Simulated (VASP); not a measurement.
# Hg (I4_1/amd) in VASP: further runs

Hg is run at these levels: PBE; tasks: single point.

Everything below comes from runs of VASP 6.6.1. Logs are shortened: lines on timing, memory, paths and dates and some standing lists are left out, and cuts for length are marked.

## 1. The cell of the first run

It takes space group I4_1/amd (No. 141, tetragonal). The conventional cell has a = 5.950 Å, b = 5.950 Å, c = 3.173 Å, α = 90.00°, β = 90.00°, γ = 90.00°. Hg (site symmetry -4m2) has 10 Hg at 3.08 to 3.81 Å within 4.1 Å.

## 2. Single point, PBE (28.08 Å³/atom)

Input file INCAR:

```
PREC = Accurate ; ENCUT = 520
EDIFF = 1E-6 ; ISMEAR = 0
SIGMA = 0.1 ; LREAL = F
LASPH = T ; NELM = 60
ALGO = Fast ; ISIF = 2
LWAVE = F ; LCHARG = T
GGA = PE ; LELF = T
LVHAR = T ; NBANDS = 19
```

Input file KPOINTS:

```
Automatic mesh
0
Gamma
  16 16 16
```

Input file POSCAR:

```
Hg
1.0
   -2.9750954905      2.9750954905      1.5863048169
    2.9750954905     -2.9750954905      1.5863048169
    2.9750954905      2.9750954905     -1.5863048169
Hg
2
Direct
    0.7500000000      0.2500000000      0.5000000000
    0.0000000000      0.0000000000      0.0000000000
```

Potentials or basis: VASP PAW PBE potentials, release 64 (Hg).

Command:

```bash
> cat potpaw_PBE.64/Hg/POTCAR > POTCAR
> mpirun -np 1 vasp_std > vasp.out
```

OUTCAR:

```text
PREC = Accurate
   ENCUT = 520
   EDIFF = 1E-6
   ISMEAR = 0
   LREAL = F
   LASPH = T
   NELM = 60
   ISIF = 2
   GGA = PE

 ion  position               nearest neighbor table
   1  0.750  0.250  0.500-   2 3.08   2 3.08   2 3.08   2 3.08   2 3.81   2 3.81   2 3.81   2 3.81

   2  0.000  0.000  0.000-   1 3.08   1 3.08   1 3.08   1 3.08   1 3.81   1 3.81   1 3.81   1 3.81

  LATTYP: Found a body centered tetragonal cell.
 ALAT       =     5.9501909810
 C/A-ratio  =     0.5331945889

  Lattice vectors:

 A1 = (  -2.9750954905,   2.9750954905,   1.5863048169)
 A2 = (   2.9750954905,  -2.9750954905,   1.5863048169)
 A3 = (   2.9750954905,   2.9750954905,  -1.5863048169)

Analysis of symmetry for initial positions (statically):
=====================================================================
 Subroutine PRICEL returns:
 Original cell was already a primitive cell.

 Routine SETGRP: Setting up the symmetry group for a
 body centered tetragonal supercell.

 Subroutine GETGRP returns: Found 16 space group operations
 (whereof  8 operations were pure point group operations)
 out of a pool of 16 trial point group operations.

The static configuration has the point symmetry D_2d.
 The point group associated with its full space group is D_4h.

Analysis of symmetry for dynamics (positions and initial velocities):
=====================================================================
 Subroutine PRICEL returns:
 Original cell was already a primitive cell.

 Routine SETGRP: Setting up the symmetry group for a
 body centered tetragonal supercell.

 Subroutine GETGRP returns: Found 16 space group operations
 (whereof  8 operations were pure point group operations)
 out of a pool of 16 trial point group operations.

The dynamic configuration has the point symmetry D_2d.
 The point group associated with its full space group is D_4h.

 Subroutine INISYM returns: Found 16 space group operations
 (whereof  8 operations are pure point group operations),
 and found     1 'primitive' translations

----------------------------------------------------------------------------------------

                                     Primitive cell

  volume of cell :      56.1628

  direct lattice vectors                    reciprocal lattice vectors
    -2.975095491  2.975095491  1.586304817     0.000000000  0.168061833  0.315197933
[... 84 lines left out ...]
   ENCUT  =  520.0 eV  38.22 Ry    6.18 a.u.   8.36  8.36  8.36*2*pi/ulx,y,z
   NELM   =     60;   NELMIN=  2; NELMDL= -5     # of ELM steps
   EDIFF  = 0.1E-05   stopping-criterion for ELM
   LREAL  =      F    real-space projection
   EDIFFG = 0.1E-04   stopping-criterion for IOM
   NSW    =      0    number of steps for IOM
   IBRION =     -1    ionic relax: 0-MD 1-quasi-New 2-CG
   NFREE  =      0    steps in history (QN), initial steepest desc. (CG)
   ISIF   =      2    stress and relaxation
   ISYM   =      2    0-nonsym 1-usesym 2-fastsym
   POTIM  = 0.5000    time-step for ionic-motion
   TEBEG  =    0.0;   TEEND  =   0.0 temperature during run
   PSTRESS=    0.0 pullay stress
   NELECT =      24.0000    total number of electrons
   NUPDOWN=      -1.0000    fix difference up-down
   EMIN   =  10.00;   EMAX   =-10.00  energy-range for DOS
   EFERMI =   0.00;   METHOD = LEGACY
   ISMEAR =     0;   SIGMA  =   0.10  broadening in eV -4-tet -1-fermi 0-gaus
   EFERMI_NEDOS =   21; number of points for ismear=-14 and -15
   IALGO  =     68    algorithm
   IMIX   =      4    mixing-type and parameters
     AMIX     =   0.40;   BMIX     =  1.00
     AMIX_MAG =   1.60;   BMIX_MAG =  1.00
  volume/ion in A,a.u.               =      28.08       189.50
  Fermi-wavevector in a.u.,A,eV,Ry     =   1.233093  2.330208 20.687901  1.520518
  Thomas-Fermi vector in A             =   2.367837
   LORBIT       =      0    0 simple, 1 ext, 2 COOP (PROOUT), +10 PAW based schemes
   GGA     = PE    functional components
   LHFCALC =     F    Hartree Fock is set to
   AEXX    =    0.0000 exact exchange contribution
   IVDW    =     0    specifies the selected vdW correction
   LEPSILON=     F    determine dielectric tensor
   LRPA    =     F    only Hartree local field effects (RPA)
 non-spin polarized calculation
 RMM-DIIS sequential band-by-band and
 Gauss-broadening in eV      SIGMA  =   0.10
  energy-cutoff  :      520.00
  volume of cell :       56.16
 maximum number of plane-waves:      1532
 NGX is ok and might be reduce to    36
   NGX = 17   NGY = 17   NGZ = 17

 number of electron      23.9999998 magnetization

 Free energy of the ion-electron system (eV)
  ---------------------------------------------------
  ext. energy  EPLUGINS =         0.00000000
  ---------------------------------------------------
  free energy    TOTEN  =        -0.33575699 eV

  energy without entropy =       -0.33328245  energy(sigma->0) =       -0.33451972

 E-fermi :   1.6531     XC(G=0):  -9.8685

 val. band max:        1.6516788472   @ k =  -0.0625  -0.3750   0.0625
 cond. band min:       1.6621063329   @ k =   0.1875   0.0000  -0.0000
 fundamental gap:      0.0104274857
 Fermi energy:         1.6531466414

 k-point     1 :       0.0000    0.0000    0.0000
  band No.  band energies     occupation
      1      -6.3587      2.00000
      2      -5.9001      2.00000
      3      -5.7784      2.00000
      4      -5.6681      2.00000
      5      -5.5801      2.00000
      6      -4.6072      2.00000
[... 505 lines left out ...]
      6      -4.6131      2.00000
[... 11 lines left out ...]
     18      14.1159      0.00000
     19      14.1342      0.00000

 [... further k-points ...]

------------------------ aborting loop because EDIFF is reached ----------------------------------------

  FORCE on cell =-STRESS in cart. coord.  units (eV):
  Direction    XX          YY          ZZ          XY          YZ          ZX
  --------------------------------------------------------------------------------------
  -------------------------------------------------------------------------------------
  Total        0.2693508      0.2693508      0.2441492      0.0000000     -0.0000000      0.0000000
  in kB        7.6838765      7.6838765      6.9649399      0.0000000     -0.0000000      0.0000000
  external PRESSURE =       7.4442310 kB  Pullay stress =       0.0000000 kB

 VOLUME and BASIS-vectors are now :
 -----------------------------------------------------------------------------
  energy-cutoff  :      520.00
  volume of cell :       56.16
      direct lattice vectors                 reciprocal lattice vectors
    -2.975095491  2.975095491  1.586304817     0.000000000  0.168061833  0.315197933
     2.975095491 -2.975095491  1.586304817     0.168061833  0.000000000  0.315197933
     2.975095491  2.975095491 -1.586304817     0.168061833  0.168061833  0.000000000

 POSITION                                       TOTAL-FORCE (eV/Angst)
 -----------------------------------------------------------------------------------
     -0.00000      2.97510      0.79315         0.000000     -0.000000      0.000000
      0.00000      0.00000      0.00000        -0.000000      0.000000     -0.000000
 -----------------------------------------------------------------------------------
    total drift:                               -0.000000      0.000000     -0.000000

  FREE ENERGIE OF THE ION-ELECTRON SYSTEM (eV)
  ---------------------------------------------------
  free  energy   TOTEN  =        -0.3357569919 eV

  energy  without entropy=       -0.3332824517  energy(sigma->0) =       -0.33451972
```

OSZICAR:

```text
N       E                     dE             d eps       ncg     rms          rms(c)
DAV:   1     0.180289654810E+03    0.18029E+03   -0.12349E+04 13382   0.120E+03
DAV:   2     0.394667523581E+01   -0.17634E+03   -0.16707E+03 13721   0.310E+02
DAV:   3    -0.379862389713E+00   -0.43265E+01   -0.43156E+01 15338   0.539E+01
DAV:   4    -0.387512310071E+00   -0.76499E-02   -0.76490E-02 14152   0.224E+00
DAV:   5    -0.387527557687E+00   -0.15248E-04   -0.15248E-04 14496   0.936E-02    0.359E+00
RMM:   6    -0.338515264008E+00    0.49012E-01   -0.11120E-01 13325   0.277E+00    0.283E+00
RMM:   7    -0.335572236170E+00    0.29430E-02   -0.19429E-02 13689   0.921E-01    0.128E+00
RMM:   8    -0.335697521714E+00   -0.12529E-03   -0.24892E-03 13869   0.594E-01    0.770E-02
RMM:   9    -0.335735995396E+00   -0.38474E-04   -0.24250E-04 14567   0.128E-01    0.407E-02
RMM:  10    -0.335757616316E+00   -0.21621E-04   -0.64173E-05 14063   0.902E-02    0.111E-02
RMM:  11    -0.335756991939E+00    0.62438E-06   -0.44007E-06 14048   0.182E-02
   1 F= -.33575699E+00 E0= -.33451972E+00  d E =-.247454E-02
```

Wall time 2.1 min (1 thread of Intel Xeon 6975P-C (Granite Rapids), shared host); peak memory 0.44 GiB.

Results:

```yaml
Free_energy: -0.3358 eV
Pressure: 0.7 GPa
Band_gap_on_the_k_mesh: zero (bands 12 and 13 overlap by 3.48 eV)
```

Caveat: spin-orbit coupling is left out, which moves the levels of the heavy elements.

## 3. Single point, PBE

This run uses another cell than the first one, of 28.95 Å³/atom.

Input file INCAR:

```
  PREC = Accurate
  ENCUT = 520
  EDIFF = 1E-6
  ISMEAR = 0
  SIGMA = 0.1
  LREAL = F
  LASPH = T
  NELM = 80
  ALGO = Fast
  ISIF = 2
  LWAVE = F
  LCHARG = T
  GGA = PE
  LELF = T
  LVHAR = T
  NBANDS = 19
```

Input file KPOINTS:

```
regular mesh
0
Gamma
  16 16 16
```

Input file POSCAR:

```
Hg
1.0
   -3.0054557047      3.0054557047      1.6024927188
    3.0054557047     -3.0054557047      1.6024927188
    3.0054557047      3.0054557047     -1.6024927188
Hg
2
Direct
    0.7500000000      0.2500000000      0.5000000000
    0.0000000000      0.0000000000      0.0000000000
```

Potentials or basis: VASP PAW PBE potentials, release 64 (Hg).

Command:

```bash
> cat potpaw_PBE.64/Hg/POTCAR > POTCAR
> mpirun -np 1 vasp_std > vasp.out
```

Run time: 2.1 min. Hardware: 1 thread of Intel Xeon 6975P-C (Granite Rapids), shared host; peak memory 0.44 GiB.

The run converged. Its results:

- Free energy: -0.3413 eV
- Pressure: 0.2 GPa
- Band gap on the k mesh: zero (bands 12 and 13 overlap by 3.16 eV)

Levels at points of the mesh, in eV from the Fermi level:
| k point | band 9 | band 10 | band 11 | band 12 | band 13 | band 14 | band 15 | band 16 |
| --- | --- | --- | --- | --- | --- | --- | --- | --- |
| (0.00, 0.00, 0.00) | -6.21 | -5.89 | -5.52 | 0.68 | 1.88 | 1.88 | 7.38 | 10.33 |
| (0.50, 0.00, 0.00) | -5.90 | -5.71 | -2.31 | -1.54 | 1.96 | 2.35 | 3.20 | 6.94 |
| (0.50, 0.50, 0.00) | -6.01 | -6.01 | -5.11 | -5.11 | 5.25 | 5.25 | 5.66 | 5.66 |
| (0.50, 0.50, 0.50) | -6.17 | -6.17 | -2.80 | -2.80 | -1.31 | -1.31 | 10.00 | 10.00 |

Caveat: spin-orbit coupling is left out, which moves the levels of the heavy elements.

## 4. Single point, PBE (29.82 Å³/atom)

This run uses another cell than the first one, of 29.82 Å³/atom.

Input file INCAR:

```
PREC     = Accurate       # precision mode
ENCUT    = 520            # plane-wave cutoff, eV
EDIFF    = 1E-6           # SCF threshold, eV
ISMEAR   = 0              # smearing method
SIGMA    = 0.1            # smearing width, eV
LREAL    = False          # projectors in reciprocal space
LASPH    = True           # aspherical terms in the spheres
NELM     = 60             # most SCF steps
ALGO     = Fast           # electronic algorithm
ISIF     = 2              # what is computed and relaxed
LWAVE    = False          # write WAVECAR
LCHARG   = False          # write CHGCAR
GGA      = PE             # functional
NBANDS   = 19             # bands
```

KPOINTS is that of step 3.

Input file POSCAR:

```
Hg
1.0
   -3.0352146272      3.0352146272      1.6183600153
    3.0352146272     -3.0352146272      1.6183600153
    3.0352146272      3.0352146272     -1.6183600153
Hg
2
Direct
    0.7500000000      0.2500000000      0.5000000000
    0.0000000000      0.0000000000      0.0000000000
```

Command:

```bash
> cat potpaw_PBE.64/Hg/POTCAR > POTCAR
> mpirun -np 1 vasp_std > vasp.out
```

Wall time 3.5 min (1 thread of AMD EPYC 9R45 (Zen 5), shared host); peak memory 0.42 GiB.

Results (log left out):

| Item | Value |
| --- | --- |
| Free energy | -0.3414 eV |
| Pressure | -0.2 GPa |
| Band gap on the k mesh | zero (bands 12 and 13 overlap by 2.86 eV) |

Levels at points of the mesh, in eV from the Fermi level:
```csv
k point,band 8,band 9,band 10,band 11,band 12,band 13,band 14,band 15,band 16,band 17
"(0.00, 0.00, 0.00)",-6.18,-6.18,-5.88,-5.53,0.52,1.90,1.90,7.29,10.15,10.15
"(0.50, 0.00, 0.00)",-5.96,-5.89,-5.70,-2.35,-1.50,1.85,2.35,3.17,6.84,6.96
"(0.50, 0.50, 0.00)",-6.17,-5.99,-5.99,-5.03,-5.03,5.15,5.15,5.52,5.52,10.31
"(0.50, 0.50, 0.50)",-6.17,-6.15,-6.15,-2.85,-2.85,-1.21,-1.21,9.81,9.81,13.90
```

Caveat: spin-orbit coupling is left out, which moves the levels of the heavy elements.

## 5. Single point, PBE (30.69 Å³/atom)

This run uses another cell than the first one, of 30.69 Å³/atom.

Input file INCAR:

```
  ALGO = Fast
  EDIFF = 1E-6
  ENCUT = 520
  GGA = PE
  ISIF = 2
  ISMEAR = 0
  LASPH = True
  LCHARG = False
  LREAL = False
  LWAVE = False
  NBANDS = 19
  NELM = 80
  PREC = Accurate
  SIGMA = 0.1
```

Input file KPOINTS:

```
k-points
0
Gamma
  16 16 16
```

Input file POSCAR:

```
Hg
1.0
   -3.0644011737      3.0644011737      1.6339221240
    3.0644011737     -3.0644011737      1.6339221240
    3.0644011737      3.0644011737     -1.6339221240
Hg
2
Direct
    0.7500000000      0.2500000000      0.5000000000
    0.0000000000      0.0000000000      0.0000000000
```

Command:

```bash
> cat potpaw_PBE.64/Hg/POTCAR > POTCAR
> mpirun -np 1 vasp_std > vasp.out
```

It took 4.1 min on 1 thread of AMD EPYC 9R45 (Zen 5), shared host; peak memory 0.43 GiB.

Results (log left out):

| Item | Value |
| --- | --- |
| Free energy | -0.3382 eV |
| Pressure | -0.5 GPa |
| Band gap on the k mesh | zero (bands 12 and 13 overlap by 2.58 eV) |

Stress tensor (GPa, compression positive):
```
-0.41  0.00  0.00
 0.00 -0.41  0.00
 0.00  0.00 -0.53
```

Levels at points of the mesh, in eV from the Fermi level:
```tsv
k point	band 10	band 11	band 12	band 13	band 14	band 15
(0.00, 0.00, 0.00)	-5.86	-5.52	0.39	1.92	1.92	7.21
(0.50, 0.00, 0.00)	-5.69	-2.38	-1.45	1.76	2.35	3.16
(0.50, 0.50, 0.00)	-5.96	-4.94	-4.94	5.08	5.08	5.41
(0.50, 0.50, 0.50)	-6.11	-2.87	-2.87	-1.09	-1.09	9.65
```

Caveat: spin-orbit coupling is left out, which moves the levels of the heavy elements.

## 6. Single point, PBE (31.84 Å³/atom)

This run uses another cell than the first one, of 31.84 Å³/atom.

Input file INCAR:

```
SYSTEM = Hg
PREC     = Accurate       ! precision mode
ENCUT    = 520            ! plane-wave cutoff, eV
EDIFF    = 1E-6           ! SCF threshold, eV
ISMEAR   = 0              ! smearing method
SIGMA    = 0.1            ! smearing width, eV
LREAL    = .FALSE.        ! projectors in reciprocal space
LASPH    = .TRUE.         ! aspherical terms in the spheres
NELM     = 100            ! most SCF steps
ALGO     = Fast           ! electronic algorithm
ISIF     = 2              ! what is computed and relaxed
LWAVE    = .FALSE.        ! write WAVECAR
LCHARG   = .TRUE.         ! write CHGCAR
GGA      = PE             ! functional
LELF     = .TRUE.         ! ELF
LVHAR    = .TRUE.       
NBANDS   = 19             ! bands
```

Input file KPOINTS:

```
Automatic mesh
0
G
  16 16 16
  0 0 0
```

Input file POSCAR:

```
Hg
1.0
   -3.1024721618      3.1024721618      1.6542213688
    3.1024721618     -3.1024721618      1.6542213688
    3.1024721618      3.1024721618     -1.6542213688
Hg
2
Direct
    0.7500000000      0.2500000000      0.5000000000
    0.0000000000      0.0000000000      0.0000000000
```

Potentials or basis: VASP PAW PBE potentials, release 64 (Hg).

Command:

```bash
> cat potpaw_PBE.64/Hg/POTCAR > POTCAR
> mpirun -np 1 vasp_std > vasp.out
```

Run time: 3.9 min. Hardware: 1 thread of AMD EPYC 9R45 (Zen 5), shared host; peak memory 0.44 GiB.

It converged, with:

- Free energy: -0.3315 eV
- Pressure: -0.6 GPa
- Band gap on the k mesh: zero (bands 12 and 13 overlap by 2.23 eV)

Stress tensor (GPa, compression positive):
```
-0.54  0.00  0.00
 0.00 -0.54  0.00
 0.00  0.00 -0.68
```

Levels at points of the mesh, in eV from the Fermi level:
```csv
k point,band 9,band 10,band 11,band 12,band 13,band 14,band 15,band 16
"(0.00, 0.00, 0.00)",-6.09,-5.83,-5.51,0.22,1.96,1.96,7.12,9.78
"(0.50, 0.00, 0.00)",-5.83,-5.66,-2.40,-1.40,1.67,2.36,3.14,6.64
"(0.50, 0.50, 0.00)",-5.92,-5.92,-4.83,-4.83,4.98,4.98,5.27,5.27
"(0.50, 0.50, 0.50)",-6.06,-6.06,-2.90,-2.90,-0.95,-0.95,9.44,9.44
```

Caveat: spin-orbit coupling is left out, which moves the levels of the heavy elements.

## 7. Single point, PBE

This run uses another cell than the first one, of 28.95 Å³/atom.

Input file INCAR:

```
  PREC = Accurate
  ENCUT = 520
  EDIFF = 1E-6
  ISMEAR = 0
  SIGMA = 0.1
  LREAL = F
  LASPH = T
  NELM = 80
  ALGO = Fast
  ISIF = 2
  LWAVE = F
  LCHARG = T
  GGA = PE
  LELF = T
  LVHAR = T
  NBANDS = 19
```

Input file KPOINTS:

```
regular mesh
0
Gamma
  16 16 16
```

Input file POSCAR:

```
Hg
1.0
   -3.0054557026      3.0054557026      1.6024927181
    3.0054557026     -3.0054557026      1.6024927181
    3.0054557026      3.0054557026     -1.6024927181
Hg
2
Direct
    0.7500000000      0.2500000000      0.5000000000
    0.0000000000      0.0000000000      0.0000000000
```

Command:

```bash
> cat potpaw_PBE.64/Hg/POTCAR > POTCAR
> mpirun -np 1 vasp_std > vasp.out
```

Run time: 2.6 min. Hardware: 1 thread of Intel Xeon Platinum 8559C (Emerald Rapids), shared host; peak memory 0.44 GiB.

Results (log left out):

```yaml
Free_energy: -0.3413 eV
Pressure: 0.2 GPa
Band_gap_on_the_k_mesh: zero (bands 12 and 13 overlap by 3.16 eV)
```

Levels at points of the mesh, in eV from the Fermi level:
| k point | band 9 | band 10 | band 11 | band 12 | band 13 | band 14 | band 15 | band 16 |
| --- | --- | --- | --- | --- | --- | --- | --- | --- |
| (0.00, 0.00, 0.00) | -6.21 | -5.89 | -5.52 | 0.68 | 1.88 | 1.88 | 7.38 | 10.33 |
| (0.50, 0.00, 0.00) | -5.90 | -5.71 | -2.31 | -1.54 | 1.96 | 2.35 | 3.20 | 6.94 |
| (0.50, 0.50, 0.00) | -6.01 | -6.01 | -5.11 | -5.11 | 5.25 | 5.25 | 5.66 | 5.66 |
| (0.50, 0.50, 0.50) | -6.17 | -6.17 | -2.80 | -2.80 | -1.31 | -1.31 | 10.00 | 10.00 |

Caveat: spin-orbit coupling is left out, which moves the levels of the heavy elements.

## 8. Overview

| cell | gap on the mesh (eV) | pressure (GPa) |
| --- | --- | --- |
| a = 4.497 Å, angles 97.1, 97.1, 138.7°, 2 atoms | none | 0.7 |
| a = 4.542 Å, angles 97.1, 97.1, 138.7°, 2 atoms | none | 0.2 |
| a = 4.587 Å, angles 97.1, 97.1, 138.7°, 2 atoms | none | -0.2 |
| a = 4.632 Å, angles 97.1, 97.1, 138.7°, 2 atoms | none | -0.5 |
| a = 4.689 Å, angles 97.1, 97.1, 138.7°, 2 atoms | none | -0.6 |

Alike in all rows: task single point; level PBE; potentials or basis VASP PAW PBE potentials, release 64 (Hg); no spin polarisation; k mesh 16 × 16 × 16; cutoff (eV) 520; smearing gaussian 0.1 eV.

Caveats: spin-orbit coupling is left out, which moves the levels of the heavy elements.

Absolute energies hang on the potentials; compare differences alone.
